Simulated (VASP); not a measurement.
# La: single point with rpbe exchange, lyp correlation

The system is La.

```
La
1.0
    -2.20044    2.20044    2.20044
     2.20044   -2.20044    2.20044
     2.20044    2.20044   -2.20044
La
1
Direct
  0.00000 0.00000 0.00000
```

This isn't the form of La at room conditions, which is double hcp.

```
Program                : VASP 6.6.1
Task                   : single point
Functional             : rpbe exchange, lyp correlation
Potentials or basis    : VASP PAW PBE potentials, release 64 (La)
Cutoff                 : 500 eV
k mesh                 : 7 × 7 × 7
Occupations            : methfessel-paxton, width 0.05 eV
Spin                   : non-collinear spin, typed start
Starting moments       : [[0.053, -0.053, -0.454]] μB
Dipole correction      : no
Further INCAR settings : ALGO = Normal; EDIFF = 1e-06; NBANDS = 22
```

```yaml
Pressure: 0.0 GPa
Band_gap_on_the_k_mesh: zero (bands 11 and 12 overlap by 2.29 eV)
Net_moment: 0.51 μB per cell
Valence_electrons_inside_the_program's_atomic_spheres: La 8.53
```

Levels at points of the mesh, in eV from the Fermi level:
```tsv
k point	band 9	band 10	band 11	band 12	band 13	band 14
(0.00, 0.00, 0.00)	-3.40	-3.12	1.04	1.04	1.04	1.11
```

Moments on the atoms (μB; x, y, z):
```
La   0.04 -0.03 -0.23
```

Run time: 4.1 min on 1 thread of Intel(R) Xeon(R) 6975P-C (Granite Rapids) (shared host), peak memory 0.41 GiB.

Caveat: the PAW data sets were made with another functional, which shifts forces and pressure a little; spin-orbit coupling is left out, which moves the levels of the heavy elements.
